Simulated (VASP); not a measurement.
Runs of VASP 6.6.1 on Ga. The structure is that of space group P6_3/mmc (No. 194), or close to it. The cells are those of the table. This isn't the form of Ga at room conditions, which is orthorhombic.

| task | cell | gap on the mesh (eV) | pressure (GPa) |
| --- | --- | --- | --- |
| electric field gradients | a = 2.950, b = 2.950, c = 4.768 Å, angles 90.0, 90.0, 120.0°, 2 atoms | none | 3.4 |
| single point | a = 3.041, b = 3.041, c = 4.914 Å, angles 90.0, 90.0, 120.0°, 2 atoms | none | -1.2 |
| single point | a = 3.070, b = 3.070, c = 4.962 Å, angles 90.0, 90.0, 120.0°, 2 atoms | none | -2.3 |
| electric field gradients | a = 3.041, b = 3.041, c = 4.914 Å, angles 90.0, 90.0, 120.0°, 2 atoms | none | -1.2 |
| electric field gradients | a = 2.981, b = 2.981, c = 4.817 Å, angles 90.0, 90.0, 120.0°, 2 atoms | none | (a) |

Alike in all rows: level PBE; potentials or basis VASP PAW PBE potentials, release 64 (Ga_d); no spin polarisation; k mesh 18 × 18 × 10; cutoff (eV) 520; smearing fermi-dirac 0.05 eV.

Problem. Fill in the values left out.

Solution. (a) 1.6.

Caveats: the cell stands under pressure (at least some runs).

A k mesh can miss the band edges, and the runs leave out spin-orbit coupling on Ga.

A gap of «none» marks levels without a gap at the run's occupations.
